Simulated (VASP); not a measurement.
# Ni: single point with PBE

The system is Ni.

```
Ni
1.0
    -1.35684    1.35684    1.43906
     1.35684   -1.35684    1.43906
     1.35684    1.35684   -1.43906
Ni
1
Direct
  0.00000 0.00000 0.00000
```

This cell differs from its parent crystal: stretched by +4 % along [0.0, 0.0, 1.0] at fixed volume.

```json
{
  "Program": "VASP 6.6.1",
  "Task": "single point",
  "Functional": "PBE",
  "Potentials or basis": "VASP PAW PBE potentials, release 64 (Ni)",
  "Cutoff": "520 eV",
  "k mesh": "15 × 15 × 15",
  "Occupations": "fermi-dirac, width 0.05 eV",
  "Spin": "non-collinear spin, typed start, spin-orbit coupling",
  "Starting moments": "[[0.6, 0.0, 0.0]] μB"
}
```

```yaml
Pressure: 7.4 GPa
Net_moment: 0.53 μB per cell
Valence_electrons_inside_the_program's_atomic_spheres: Ni 9.36
```

Stress tensor (GPa, compression positive):
```
 5.78  0.00  0.00
 0.00  5.77  0.00
 0.00  0.00 10.59
```

Moments on the atoms (μB; x, y, z):
```
Ni  0.54 0.00 0.00
```

Wall time 18 min on 1 thread of Intel Xeon 8259CL, on a shared host, peak memory 0.39 GiB.

Caveat: the cell stands under pressure.
